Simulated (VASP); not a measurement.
Write the native input for VASP 6.6.1 that does the following.

- Task: single point
- Functional: PBE
- Potentials or basis: VASP PAW PBE potentials, release 64 (Ge_d)
- Cutoff: 520 eV
- k mesh: 11 × 11 × 10
- Occupations: gaussian, width 0.019 eV
- Spin: no spin polarisation
- Dipole correction: no
- Further INCAR settings: ALGO = Normal; EDIFF = 1e-07; NBANDS = 13

The structure of Ge lies in POSCAR:

```
Ge
1.0
    1.3971490000     -2.6005160000      0.0000000000
    1.3971490000      2.6005160000      0.0000000000
    0.0000000000      0.0000000000      2.6982310000
Ge
1
Direct
    0.5000000000      0.5000000000      0.0000000000
```

These files were run (other wordings do the same):

INCAR

```
SYSTEM = Ge
PREC = Accurate
ENCUT = 520
EDIFF = 1E-7
ISMEAR = 0
SIGMA = 0.019000000000000003
LREAL = .FALSE.
LASPH = .TRUE.
NELM = 80
ALGO = Normal
ISIF = 2
LWAVE = .FALSE.
LCHARG = .TRUE.
GGA = PE
LELF = .TRUE.
LVHAR = .TRUE.
NBANDS = 13
```

KPOINTS

```
regular mesh
0
G
  11 11 10
  0 0 0
```

Potentials or basis: VASP PAW PBE potentials, release 64 (Ge_d).

The run is started by

```sh
$ cat potpaw_PBE.64/Ge_d/POTCAR > POTCAR
$ mpirun -np 1 vasp_std > vasp.out
```

Results of the run:

The pressure is -0.6 GPa. The band gap on the k mesh is zero (band 7 reaches 12.88 eV, above the bottom of band 8 at 3.82 eV).

It took 33 s on 1 thread of AMD EPYC 9R45 (Zen 5) (shared host), peak memory 0.13 GiB.
